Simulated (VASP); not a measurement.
# BiW (rocksalt type) (Fm-3m) in VASP: a series of runs

Runs on BiW (rocksalt type). Level: PBEsol. Tasks: single point, relaxation of cell and atoms.

Everything below comes from runs of VASP 6.6.1. Logs are shortened: lines on timing, memory, paths and dates and some standing lists are left out, and cuts for length are marked.

## 1. The cell of the first run

The structure is cubic, space group Fm-3m (No. 225). Conventional cell: a = 5.639 Å, b = 5.639 Å, c = 5.639 Å, α = 90.00°, β = 90.00°, γ = 90.00°. Within 3.7 Å of W (site symmetry m-3m) lie 6 Bi at 2.82 Å. Within 3.7 Å of Bi (site symmetry m-3m) lie 6 W at 2.82 Å.

## 2. Single point, PBEsol

Contents of INCAR:

```
PREC = Accurate
ENCUT = 520
EDIFF = 1E-7
ISMEAR = -1
SIGMA = 0.05
LREAL = False
LASPH = True
NELM = 100
ALGO = Normal
ISIF = 2
LWAVE = False
LCHARG = False
GGA = PS
NBANDS = 22
```

Contents of KPOINTS:

```
regular mesh
0
Gamma
  11 11 11
```

Contents of POSCAR:

```
BiW
1.0
    0.0000000000      2.8196225129      2.8196225129
    2.8196225129      0.0000000000      2.8196225129
    2.8196225129      2.8196225129      0.0000000000
W Bi
1 1
Direct
    0.0000000000      0.0000000000      0.0000000000
    0.5000000000      0.5000000000      0.5000000000
```

Potentials or basis: VASP PAW PBE potentials, release 64 (W_sv, Bi_d).

Started as:

```bash
cat potpaw_PBE.64/W_sv/POTCAR potpaw_PBE.64/Bi_d/POTCAR > POTCAR
mpirun -np 1 vasp_std > vasp.out
```

OUTCAR:

```text
PREC = Accurate
   ENCUT = 520
   EDIFF = 1E-7
   ISMEAR = -1
   LREAL = False
   LASPH = True
   NELM = 100
   ISIF = 2
   GGA = PS

 ion  position               nearest neighbor table
   1  0.000  0.000  0.000-   2 2.82   2 2.82   2 2.82   2 2.82   2 2.82   2 2.82
   2  0.500  0.500  0.500-   1 2.82   1 2.82   1 2.82   1 2.82   1 2.82   1 2.82

  LATTYP: Found a face centered cubic cell.
 ALAT       =     5.6392450258

  Lattice vectors:

 A1 = (   0.0000000000,   2.8196225129,   2.8196225129)
 A2 = (   2.8196225129,   0.0000000000,   2.8196225129)
 A3 = (   2.8196225129,   2.8196225129,   0.0000000000)

Analysis of symmetry for initial positions (statically):
=====================================================================
 Subroutine PRICEL returns:
 Original cell was already a primitive cell.

 Routine SETGRP: Setting up the symmetry group for a
 face centered cubic supercell.

 Subroutine GETGRP returns: Found 48 space group operations
 (whereof 48 operations were pure point group operations)
 out of a pool of 48 trial point group operations.

The static configuration has the point symmetry O_h .

Analysis of symmetry for dynamics (positions and initial velocities):
=====================================================================
 Subroutine PRICEL returns:
 Original cell was already a primitive cell.

 Routine SETGRP: Setting up the symmetry group for a
 face centered cubic supercell.

 Subroutine GETGRP returns: Found 48 space group operations
 (whereof 48 operations were pure point group operations)
 out of a pool of 48 trial point group operations.

The dynamic configuration has the point symmetry O_h .

 Subroutine INISYM returns: Found 48 space group operations
 (whereof 48 operations are pure point group operations),
 and found     1 'primitive' translations

----------------------------------------------------------------------------------------

                                     Primitive cell

  volume of cell :      44.8335

  direct lattice vectors                    reciprocal lattice vectors
     0.000000000  2.819622513  2.819622513    -0.177328702  0.177328702  0.177328702
     2.819622513  0.000000000  2.819622513     0.177328702 -0.177328702  0.177328702
     2.819622513  2.819622513  0.000000000     0.177328702  0.177328702 -0.177328702

  length of vectors
     3.987548399  3.987548399  3.987548399     0.307142321  0.307142321  0.307142321

  position of ions in fractional coordinates (direct lattice)
     0.000000000  0.000000000  0.000000000
     0.500000000  0.500000000  0.500000000

  ion indices of the primitive-cell ions
   primitive index   ion index
                 1           1
                 2           2

----------------------------------------------------------------------------------------

 KPOINTS: regular mesh

Automatic generation of k-mesh.
 Grid dimensions read from file:
 generate k-points for:   11   11   11

 Generating k-lattice:

  Cartesian coordinates                     Fractional coordinates (reciprocal lattice)
    -0.016120791  0.016120791  0.016120791     0.090909091  0.000000000  0.000000000
     0.016120791 -0.016120791  0.016120791     0.000000000  0.090909091  0.000000000
     0.016120791  0.016120791 -0.016120791     0.000000000  0.000000000  0.090909091

  Length of vectors
     0.027922029  0.027922029  0.027922029

  Shift w.r.t. Gamma in fractional coordinates (k-lattice)
     0.000000000  0.000000000  0.000000000

 Subroutine IBZKPT returns following result:
 ===========================================

 Found     56 irreducible k-points:

 Following reciprocal coordinates:
            Coordinates               Weight
  0.000000  0.000000  0.000000      1.000000
  0.090909  0.000000  0.000000      8.000000
  0.181818  0.000000  0.000000      8.000000
  0.272727  0.000000  0.000000      8.000000
  0.363636  0.000000  0.000000      8.000000
  0.454545  0.000000  0.000000      8.000000
[... 16 lines left out ...]
 -0.272727  0.181818  0.000000     24.000000
 -0.181818  0.181818  0.000000     12.000000
 [... further k-points ...]
   k-points           NKPTS =     56   k-points in BZ     NKDIM =     56   number of bands    NBANDS=     22
   number of dos      NEDOS =    301   number of ions     NIONS =      2
   total plane-waves  NPLWV =  27000
   dimension x,y,z NGX =    30 NGY =   30 NGZ =   30
   dimension x,y,z NGXF=    60 NGYF=   60 NGZF=   60
   ions per type =               1   1
   NGX,Y,Z   is equivalent  to a cutoff of  12.51, 12.51, 12.51 a.u.
   NGXF,Y,Z  is equivalent  to a cutoff of  25.01, 25.01, 25.01 a.u.
 SYSTEM =  unknown system
   PREC   = accura    normal or accurate (medium, high low for compatibility)
   ISTART =      0    job   : 0-new  1-cont  2-samecut
   ICHARG =      2    charge: 1-file 2-atom 10-const
   ISPIN  =      1    spin polarized calculation?
   LNONCOLLINEAR =      F non collinear calculations
   LSORBIT =      F    spin-orbit coupling
   LASPH  =      T    aspherical Exc in radial PAW
   ENCUT  =  520.0 eV  38.22 Ry    6.18 a.u.   7.41  7.41  7.41*2*pi/ulx,y,z
   NELM   =    100;   NELMIN=  2; NELMDL= -5     # of ELM steps
   EDIFF  = 0.1E-06   stopping-criterion for ELM
   LREAL  =      F    real-space projection
   EDIFFG = 0.1E-05   stopping-criterion for IOM
   NSW    =      0    number of steps for IOM
   IBRION =     -1    ionic relax: 0-MD 1-quasi-New 2-CG
   NFREE  =      0    steps in history (QN), initial steepest desc. (CG)
   ISIF   =      2    stress and relaxation
   ISYM   =      2    0-nonsym 1-usesym 2-fastsym
   POTIM  = 0.5000    time-step for ionic-motion
   TEBEG  =    0.0;   TEEND  =   0.0 temperature during run
   PSTRESS=    0.0 pullay stress
   NELECT =      29.0000    total number of electrons
   NUPDOWN=      -1.0000    fix difference up-down
   EMIN   =  10.00;   EMAX   =-10.00  energy-range for DOS
   EFERMI =   0.00;   METHOD = LEGACY
   ISMEAR =    -1;   SIGMA  =   0.05  broadening in eV -4-tet -1-fermi 0-gaus
   EFERMI_NEDOS =   21; number of points for ismear=-14 and -15
   IALGO  =     38    algorithm
   IMIX   =      4    mixing-type and parameters
     AMIX     =   0.40;   BMIX     =  1.00
     AMIX_MAG =   1.60;   BMIX_MAG =  1.00
  volume/ion in A,a.u.               =      22.42       151.28
  Fermi-wavevector in a.u.,A,eV,Ry     =   1.415815  2.675503 27.273318  2.004532
  Thomas-Fermi vector in A             =   2.537214
   LORBIT       =      0    0 simple, 1 ext, 2 COOP (PROOUT), +10 PAW based schemes
   GGA     = PS    functional components
   LHFCALC =     F    Hartree Fock is set to
   AEXX    =    0.0000 exact exchange contribution
   IVDW    =     0    specifies the selected vdW correction
   LEPSILON=     F    determine dielectric tensor
   LRPA    =     F    only Hartree local field effects (RPA)
 non-spin polarized calculation
  energy-cutoff  :      520.00
  volume of cell :       44.83
 maximum number of plane-waves:      1243
 NGX is ok and might be reduce to    30
   NGX = 15   NGY = 15   NGZ = 15

 number of electron      29.0000000 magnetization

 Free energy of the ion-electron system (eV)
  ---------------------------------------------------
  ext. energy  EPLUGINS =         0.00000000
  ---------------------------------------------------
  free energy    TOTEN  =       -14.43767532 eV

  energy without entropy =      -14.40026001  energy(sigma->0) =      -14.41896767

 E-fermi :   9.6254     XC(G=0): -11.8628

 val. band max:        9.6246252258   @ k =  -0.3636   0.3636   0.1818
 cond. band min:       9.6315253365   @ k =   0.3636   0.0000   0.0000
 fundamental gap:      0.0069001107
 Fermi energy:         9.6254301103

 k-point     1 :       0.0000    0.0000    0.0000
  band No.  band energies     occupation
      1     -64.5648      2.00000
      2     -28.8028      2.00000
      3     -28.8028      2.00000
      4     -28.8028      2.00000
      5     -13.3849      2.00000
      6     -13.3849      2.00000
[... 14 lines left out ...]
     21      20.1919      0.00000
     22      20.1919      0.00000

 k-point     2 :       0.0909    0.0000    0.0000
  band No.  band energies     occupation
      1     -64.5648      2.00000
      2     -28.8059      2.00000
      3     -28.8037      2.00000
      4     -28.8037      2.00000
      5     -13.3799      2.00000
      6     -13.3799      2.00000
[... 14 lines left out ...]
     21      19.3009      0.00000
     22      19.8120      0.00000

 k-point     3 :       0.1818    0.0000    0.0000
  band No.  band energies     occupation
      1     -64.5646      2.00000
      2     -28.8141      2.00000
      3     -28.8060      2.00000
      4     -28.8060      2.00000
      5     -13.3666      2.00000
      6     -13.3666      2.00000
[... 14 lines left out ...]
     21      18.5086      0.00000
     22      18.9274      0.00000

 k-point     4 :       0.2727    0.0000    0.0000
  band No.  band energies     occupation
      1     -64.5644      2.00000
      2     -28.8248      2.00000
      3     -28.8091      2.00000
      4     -28.8091      2.00000
      5     -13.3496      2.00000
      6     -13.3496      2.00000
[... 14 lines left out ...]
     21      17.9078      0.00000
     22      18.3073      0.00000

 k-point     5 :       0.3636    0.0000    0.0000
  band No.  band energies     occupation
      1     -64.5642      2.00000
      2     -28.8346      2.00000
      3     -28.8118      2.00000
      4     -28.8118      2.00000
      5     -13.3346      2.00000
      6     -13.3346      2.00000
[... 417 lines left out ...]
 k-point    22 :      -0.3636    0.1818    0.0000
  band No.  band energies     occupation
      1     -64.5640      2.00000
      2     -28.8355      2.00000
      3     -28.8176      2.00000
      4     -28.8143      2.00000
      5     -13.3503      2.00000
      6     -13.3213      2.00000
[... 14 lines left out ...]
     21      18.4872      0.00000
     22      20.0530      0.00000

 k-point    23 :      -0.2727    0.1818    0.0000
  band No.  band energies     occupation
      1     -64.5642      2.00000
      2     -28.8314      2.00000
      3     -28.8148      2.00000
      4     -28.8126      2.00000
      5     -13.3572      2.00000
      6     -13.3243      2.00000
[... 14 lines left out ...]
     21      17.6473      0.00000
     22      19.6682      0.00000

 k-point    24 :      -0.1818    0.1818    0.0000
  band No.  band energies     occupation
      1     -64.5643      2.00000
      2     -28.8254      2.00000
      3     -28.8111      2.00000
      4     -28.8101      2.00000
      5     -13.3633      2.00000
      6     -13.3356      2.00000
[... 14 lines left out ...]
     21      17.4678      0.00000
     22      18.9867      0.00000

 [... further k-points ...]

------------------------ aborting loop because EDIFF is reached ----------------------------------------

  FORCE on cell =-STRESS in cart. coord.  units (eV):
  Direction    XX          YY          ZZ          XY          YZ          ZX
  --------------------------------------------------------------------------------------
  -------------------------------------------------------------------------------------
  Total        0.0223027      0.0223027      0.0223027      0.0000000     -0.0000000      0.0000000
  in kB        0.7970128      0.7970128      0.7970128      0.0000000     -0.0000000      0.0000000
  external PRESSURE =       0.7970128 kB  Pullay stress =       0.0000000 kB

 VOLUME and BASIS-vectors are now :
 -----------------------------------------------------------------------------
  energy-cutoff  :      520.00
  volume of cell :       44.83
      direct lattice vectors                 reciprocal lattice vectors
     0.000000000  2.819622513  2.819622513    -0.177328702  0.177328702  0.177328702
     2.819622513  0.000000000  2.819622513     0.177328702 -0.177328702  0.177328702
     2.819622513  2.819622513  0.000000000     0.177328702  0.177328702 -0.177328702

 POSITION                                       TOTAL-FORCE (eV/Angst)
 -----------------------------------------------------------------------------------
      0.00000      0.00000      0.00000         0.000000      0.000000     -0.000000
      2.81962      2.81962      2.81962         0.000000     -0.000000      0.000000
 -----------------------------------------------------------------------------------
    total drift:                                0.000000      0.000000      0.000000

  FREE ENERGIE OF THE ION-ELECTRON SYSTEM (eV)
  ---------------------------------------------------
  free  energy   TOTEN  =       -14.4376753202 eV

  energy  without entropy=      -14.4002600105  energy(sigma->0) =      -14.41896767
```

It took 100 s on 1 thread of Intel Xeon 8259CL, shared host; peak memory 0.2 GiB.

Results:

* Free energy: -14.4377 eV
* Pressure: 0.1 GPa
* Band gap on the k mesh: zero (an odd number of electrons rules out a gap without spin polarisation)

Caveat: the PAW data sets were made with another functional, which shifts forces and pressure a little; spin-orbit coupling is left out, which moves the levels of the heavy elements.

## 3. Relaxation of cell and atoms, PBEsol

This run uses another cell than the first one, of 25.60 Å³/atom.

Contents of INCAR:

```
SYSTEM = BiW
ALGO     = Normal         ! electronic algorithm
EDIFF    = 1E-6           ! SCF threshold, eV
EDIFFG   = -0.005         ! ionic threshold
ENCUT    = 600            ! plane-wave cutoff, eV
GGA      = PS             ! functional
IBRION   = 2              ! ionic algorithm
ISIF     = 3              ! what is computed and relaxed
ISMEAR   = -1             ! smearing method
LASPH    = .TRUE.         ! aspherical terms in the spheres
LCHARG   = .FALSE.        ! write CHGCAR
LREAL    = .FALSE.        ! projectors in reciprocal space
LWAVE    = .FALSE.        ! write WAVECAR
NELM     = 60             ! most SCF steps
NSW      = 60             ! ionic steps
PREC     = Accurate       ! precision mode
SIGMA    = 0.05           ! smearing width, eV
```

Contents of KPOINTS:

```
k-points
0
G
  11 11 11
  0 0 0
```

Contents of POSCAR:

```
BiW
1.0
    0.0000000000      2.9471842478      2.9471842478
    2.9471842478      0.0000000000      2.9471842478
    2.9471842478      2.9471842478      0.0000000000
W Bi
1 1
Direct
    0.0000000000      0.0000000000      0.0000000000
    0.5000000000      0.5000000000      0.5000000000
```

Potentials or basis: VASP PAW PBE potentials, release 64 (W_sv, Bi_d).

Started as:

```bash
cat potpaw_PBE.64/W_sv/POTCAR potpaw_PBE.64/Bi_d/POTCAR > POTCAR
mpirun -np 1 vasp_std > vasp.out
```

Run time: 8 min. Hardware: 1 thread of Intel Xeon 8259CL, shared host; peak memory 0.26 GiB.

The run converged. Its results:

| Quantity | Value |
| --- | --- |
| Free energy | -14.4387 eV |
| Relaxed volume | 22.44 Å³/atom |
| Relaxed cell | a = 3.989 Å, b = 3.989 Å, c = 3.989 Å, α = 60.00°, β = 60.00°, γ = 60.00° |
| Space group after relaxing (to 0.1 Å) | Fm-3m (No. 225) |
| Energy gained by relaxing | 130.1 meV/atom |
| Ionic steps | 7 |
| Pressure after relaxing | 0.0 GPa |
| Band gap on the k mesh | zero (an odd number of electrons rules out a gap without spin polarisation) |

Step by step:
```tsv
step	energy change (eV)	largest force (eV/Å)	pressure (GPa)	volume (Å³)
1	0.0000	0.0000	-11.58	51.20
2	0.1784	0.0000	26.13	38.68
3	-0.2599	0.0000	-0.59	45.09
4	-0.2602	0.0000	-0.09	44.92
5	-0.2602	0.0000	0.25	44.80
6	-0.2601	0.0000	-0.25	45.00
7	-0.2602	0.0000	0.00	44.89
```

Final structure:
```yaml
crystal:
  lattice:
    - [0.00000, 2.82080, 2.82080]
    - [2.82080, 0.00000, 2.82080]
    - [2.82080, 2.82080, 0.00000]
  atoms:
    - { symbol: W, position: [0.00000, 0.00000, 0.00000] }
    - { symbol: Bi, position: [0.50000, 0.50000, 0.50000] }
```

Levels at points of the mesh, in eV from the Fermi level:
```tsv
k point	band 11	band 12	band 13	band 14	band 15	band 16	band 17	band 18
(0.00, 0.00, 0.00)	-1.26	-1.26	-1.26	-0.61	-0.61	1.16	1.16	1.16
```

Caveat: the PAW data sets were made with another functional, which shifts forces and pressure a little; spin-orbit coupling is left out, which moves the levels of the heavy elements.
